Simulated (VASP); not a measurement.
# Dy5C (Immm) in VASP: relaxation of cell and atoms with PBE

Aim: the relaxation of cell and atoms of Dy5C with PBE.

Everything below comes from runs of VASP 6.6.1. Logs are shortened: lines on timing, memory, paths and dates and some standing lists are left out, and cuts for length are marked.

## (1) The cell of the first run

The structure is orthorhombic, space group Immm (No. 71). The conventional cell has a = 5.018 Å, b = 8.106 Å, c = 8.389 Å, α = 90.00°, β = 90.00°, γ = 90.00°. Dy (site symmetry m2m) has 1 C at 2.36 Å within 3.1 Å. Within 3.2 Å of Dy (site symmetry mm2) lie 1 C at 2.40 Å. Within 3.3 Å of Dy (site symmetry mmm) lie 2 C at 2.51 Å. Within 3.1 Å of C (site symmetry mmm) lie 6 Dy at 2.36 to 2.51 Å.

The cell was generated, and may not be a known phase.

## (2) Relaxation of cell and atoms, PBE

File INCAR:

```
PREC = Accurate
ENCUT = 600
EDIFF = 1E-7
ISMEAR = 0
SIGMA = 0.1
LREAL = False
LASPH = True
NELM = 200
ALGO = Normal
ISIF = 3
LWAVE = False
LCHARG = False
GGA = PE
IBRION = 2
NSW = 100
EDIFFG = -0.01
GGA_COMPAT = False
NELMIN = 4
LMAXMIX = 6
```

File KPOINTS:

```
regular mesh
0
Gamma
  8 8 8
```

File POSCAR:

```
Dy5C
1.0
   -2.5089866754      4.0530776083      4.1945411913
    2.5089866754     -4.0530776083      4.1945411913
    2.5089866754      4.0530776083     -4.1945411913
Dy C
5 1
Direct
    0.7083586084      0.0000000000      0.7083586084
    0.2916413916      0.0000000000      0.2916413916
    0.7135023184      0.7135023184      0.0000000000
    0.2864976816      0.2864976816      0.0000000000
    0.0000000000      0.5000000000      0.5000000000
    0.0000000000      0.0000000000      0.0000000000
```

Potentials or basis: VASP PAW PBE potentials, release 64 (Dy_3, C), 4f in core.

Launch:

```
$ cat potpaw_PBE.64/Dy_3/POTCAR potpaw_PBE.64/C/POTCAR > POTCAR
$ mpirun -np 1 vasp_std > vasp.out
```

OUTCAR:

```text
PREC = Accurate
   ENCUT = 600
   EDIFF = 1E-7
   ISMEAR = 0
   LREAL = False
   LASPH = True
   NELM = 200
   ISIF = 3
   GGA = PE
   IBRION = 2
   NSW = 100
   EDIFFG = -0.01
   NELMIN = 4

 ion  position               nearest neighbor table
   1  0.708  0.000  0.708-   6 2.36   3 3.37   4 3.37   2 3.38   5 3.45   5 3.45   3 3.52   3 3.52
                             4 3.52   4 3.52
   2  0.292  0.000  0.292-   6 2.36   4 3.37   3 3.37   1 3.38   5 3.45   5 3.45   3 3.52   4 3.52
                             4 3.52   3 3.52
   3  0.714  0.714  0.000-   6 2.40   1 3.37   2 3.37   5 3.47   5 3.47   1 3.52   2 3.52   1 3.52
                             2 3.52   4 3.58
   4  0.286  0.286  0.000-   6 2.40   2 3.37   1 3.37   5 3.47   5 3.47   1 3.52   2 3.52   1 3.52
                             2 3.52   3 3.58
   5  0.000  0.500  0.500-   6 2.51   6 2.51   2 3.45   2 3.45   1 3.45   1 3.45   3 3.47   4 3.47
                             3 3.47   4 3.47
   6  0.000  0.000  0.000-   1 2.36   2 2.36   3 2.40   4 2.40   5 2.51   5 2.51

  LATTYP: Found a body centered orthorhombic cell.
 ALAT       =     5.0179733508
 B/A-ratio  =     1.6154241264
 C/A-ratio  =     1.6718068822

  Lattice vectors:

 A1 = (  -2.5089866754,   4.0530776083,   4.1945411913)
 A2 = (   2.5089866754,  -4.0530776083,   4.1945411913)
 A3 = (   2.5089866754,   4.0530776083,  -4.1945411913)

Analysis of symmetry for initial positions (statically):
=====================================================================
 Subroutine PRICEL returns:
 Original cell was already a primitive cell.

 Routine SETGRP: Setting up the symmetry group for a
 body centered orthorhombic supercell.

 Subroutine GETGRP returns: Found  8 space group operations
 (whereof  8 operations were pure point group operations)
 out of a pool of  8 trial point group operations.

The static configuration has the point symmetry D_2h.

Analysis of symmetry for dynamics (positions and initial velocities):
=====================================================================
 Subroutine PRICEL returns:
 Original cell was already a primitive cell.

 Routine SETGRP: Setting up the symmetry group for a
 body centered orthorhombic supercell.

 Subroutine GETGRP returns: Found  8 space group operations
 (whereof  8 operations were pure point group operations)
 out of a pool of  8 trial point group operations.

The dynamic configuration has the point symmetry D_2h.

 Subroutine INISYM returns: Found  8 space group operations
 (whereof  8 operations are pure point group operations),
[... 128 lines left out ...]
   LORBIT       =      0    0 simple, 1 ext, 2 COOP (PROOUT), +10 PAW based schemes
   GGA     = PE    functional components
   LHFCALC =     F    Hartree Fock is set to
   AEXX    =    0.0000 exact exchange contribution
   IVDW    =     0    specifies the selected vdW correction
   LEPSILON=     F    determine dielectric tensor
   LRPA    =     F    only Hartree local field effects (RPA)
 conjugate gradient relaxation of ions
 non-spin polarized calculation
 Gauss-broadening in eV      SIGMA  =   0.10
  energy-cutoff  :      600.00
  volume of cell :      170.62
 maximum number of plane-waves:      5724
 NGX is ok and might be reduce to    54
   NGX = 25   NGY = 25   NGZ = 25

--------------------------------------- Ionic step        1  -------------------------------------------

 number of electron      49.0000001 magnetization

 Free energy of the ion-electron system (eV)
  ---------------------------------------------------
  ext. energy  EPLUGINS =         0.00000000
  ---------------------------------------------------
  free energy    TOTEN  =       -31.75511069 eV

  energy without entropy =      -31.72477505  energy(sigma->0) =      -31.73994287

------------------------ aborting loop because EDIFF is reached ----------------------------------------

  FORCE on cell =-STRESS in cart. coord.  units (eV):
  Direction    XX          YY          ZZ          XY          YZ          ZX
  --------------------------------------------------------------------------------------
  -------------------------------------------------------------------------------------
  Total        0.6882575      0.7369088      0.2146777      0.0000000      0.0000000      0.0000000
  in kB        6.4629951      6.9198484      2.0159036      0.0000000      0.0000000      0.0000000
  external PRESSURE =       5.1329157 kB  Pullay stress =       0.0000000 kB
[... 101 lines left out ...]
  FREE ENERGIE OF THE ION-ELECTRON SYSTEM (eV)
  ---------------------------------------------------
  free  energy   TOTEN  =       -31.7586838910 eV

  energy  without entropy=      -31.7275251306  energy(sigma->0) =      -31.74310451

[... ionic steps 4 to 11 ...]

--------------------------------------- Ionic step       12  -------------------------------------------

 number of electron      49.0000002 magnetization

------------------------ aborting loop because EDIFF is reached ----------------------------------------
[... 75 lines left out ...]
--------------------------------------- Ionic step       14  -------------------------------------------

 number of electron      49.0000002 magnetization

 Free energy of the ion-electron system (eV)
  ---------------------------------------------------
  ext. energy  EPLUGINS =         0.00000000
  ---------------------------------------------------
  free energy    TOTEN  =       -31.76231427 eV

  energy without entropy =      -31.73013513  energy(sigma->0) =      -31.74622470

 E-fermi :   2.8117     XC(G=0):  -9.6807

 val. band max:        2.8094574924   @ k =   0.1250   0.2500  -0.0000
 cond. band min:       2.8159107633   @ k =  -0.1250   0.1250   0.1250
 fundamental gap:      0.0064532709
 Fermi energy:         2.8116673670

 k-point     1 :       0.0000    0.0000    0.0000
  band No.  band energies     occupation
      1     -20.7249      2.00000
      2     -20.6228      2.00000
      3     -20.5760      2.00000
      4     -20.5759      2.00000
      5     -20.5369      2.00000
      6     -20.4806      2.00000
[... 757 lines left out ...]
     28       4.0345      0.00000
     29       4.3435      0.00000

 [... further k-points ...]

------------------------ aborting loop because EDIFF is reached ----------------------------------------

  FORCE on cell =-STRESS in cart. coord.  units (eV):
  Direction    XX          YY          ZZ          XY          YZ          ZX
  --------------------------------------------------------------------------------------
  -------------------------------------------------------------------------------------
  Total       -0.0216904     -0.0250720     -0.0478321      0.0000000      0.0000000      0.0000000
  in kB       -0.2012920     -0.2326740     -0.4438926      0.0000000      0.0000000      0.0000000
  external PRESSURE =      -0.2926195 kB  Pullay stress =       0.0000000 kB
[... 21 lines left out ...]
  FREE ENERGIE OF THE ION-ELECTRON SYSTEM (eV)
  ---------------------------------------------------
  free  energy   TOTEN  =       -31.7623142713 eV

  energy  without entropy=      -31.7301351324  energy(sigma->0) =      -31.74622470

 reached required accuracy - stopping structural energy minimisation
```

OSZICAR:

```text
N       E                     dE             d eps       ncg     rms          rms(c)
DAV:   1     0.298050798833E+03    0.29805E+03   -0.23904E+04  5510   0.169E+03
DAV:   2     0.853448999445E+01   -0.28952E+03   -0.28417E+03  5510   0.519E+02
DAV:   3    -0.330917237598E+02   -0.41626E+02   -0.39785E+02  7836   0.865E+01
DAV:   4    -0.365069313861E+02   -0.34152E+01   -0.32081E+01  6788   0.226E+01
[... 140 lines left out ...]
DAV:   3    -0.317623156405E+02    0.14668E-04   -0.72876E-05  7428   0.600E-02    0.212E-02
DAV:   4    -0.317623145825E+02    0.10580E-05   -0.11037E-05  7149   0.211E-02    0.157E-02
DAV:   5    -0.317623139526E+02    0.62990E-06   -0.29203E-06  7303   0.143E-02    0.629E-03
DAV:   6    -0.317623142367E+02   -0.28407E-06   -0.84368E-07  6317   0.563E-03    0.205E-03
DAV:   7    -0.317623142713E+02   -0.34681E-07   -0.51215E-08  3465   0.316E-03
  14 F= -.31762314E+02 E0= -.31746225E+02  d E =-.509090E-04
```

It took 1.9 h on 1 thread of Intel Xeon Platinum 8259CL at 2.50GHz (Skylake/Cascade Lake), shared host; peak memory 0.77 GiB.

What came out:

- Free energy: -31.7623 eV
- Relaxed volume: 28.77 Å³/atom
- Relaxed cell: a = 6.371 Å, b = 6.371 Å, c = 6.371 Å, α = 133.36°, β = 99.02°, γ = 99.01°
- Space group after relaxing (to 0.1 Å): I4/mmm (No. 139)
- Energy gained by relaxing: 1.2 meV/atom
- Ionic steps: 14
- Pressure after relaxing: 0.0 GPa
- Largest force after relaxing: 0.005 eV/Å
- Band gap on the k mesh: zero (an odd number of electrons rules out a gap without spin polarisation)

Forces in eV/Å, atoms in the order of the input:
```
Dy   0.000 -0.005  0.000
Dy   0.000  0.005  0.000
Dy   0.000  0.000  0.001
Dy   0.000  0.000 -0.001
Dy   0.000  0.000  0.000
C    0.000  0.000  0.000
```

The path:
```tsv
step	energy change (eV)	largest force (eV/Å)	pressure (GPa)	volume (Å³)
1	0.0000	0.0222	0.51	170.62
2	-0.0034	0.0742	-0.18	172.88
3	-0.0036	0.0634	-0.07	172.51
4	-0.0045	0.0399	-0.04	172.52
5	-0.0048	0.0546	0.00	172.53
6	-0.0049	0.0637	0.00	172.53
7	-0.0055	0.0551	0.00	172.55
8	-0.0064	0.0379	0.00	172.60
9	-0.0067	0.0174	-0.02	172.68
10	-0.0068	0.0163	-0.01	172.66
11	-0.0072	0.0220	0.02	172.54
12	-0.0072	0.0206	0.02	172.54
13	-0.0072	0.0081	-0.06	172.70
14	-0.0072	0.0050	-0.03	172.64
```

Final structure:
```
CELL_PARAMETERS angstrom
-2.52183 4.13666 4.13738
2.52183 -4.13666 4.13738
2.52183 4.13666 -4.13738
ATOMIC_POSITIONS crystal
Dy 0.71150 0.00000 0.71150
Dy 0.28850 0.00000 0.28850
Dy 0.71144 0.71144 0.00000
Dy 0.28856 0.28856 0.00000
Dy 0.00000 0.50000 0.50000
C 0.00000 0.00000 0.00000
```

Levels at points of the mesh, in eV from the Fermi level:
| k point | band 21 | band 22 | band 23 | band 24 | band 25 | band 26 | band 27 | band 28 | band 29 |
| --- | --- | --- | --- | --- | --- | --- | --- | --- | --- |
| (0.00, 0.00, 0.00) | -0.33 | -0.27 | -0.27 | -0.20 | -0.05 | 0.13 | 0.13 | 0.23 | 1.89 |
| (0.50, 0.00, 0.00) | -1.21 | -0.77 | -0.70 | -0.65 | -0.17 | 0.33 | 0.65 | 0.66 | 0.92 |
| (0.00, 0.50, 0.00) | -1.05 | -0.92 | -0.62 | 0.04 | 0.31 | 0.62 | 0.70 | 1.32 | 1.48 |
| (0.50, 0.50, 0.00) | -1.05 | -0.92 | -0.62 | 0.04 | 0.30 | 0.62 | 0.70 | 1.32 | 1.48 |
| (0.50, 0.50, 0.50) | -1.61 | -1.32 | -1.32 | -0.07 | 0.35 | 0.35 | 0.68 | 0.85 | 0.85 |

Caveat: spin-orbit coupling is left out, which moves the levels of the heavy elements; the 4f electrons are frozen in the core, so they carry no moment and show no levels.
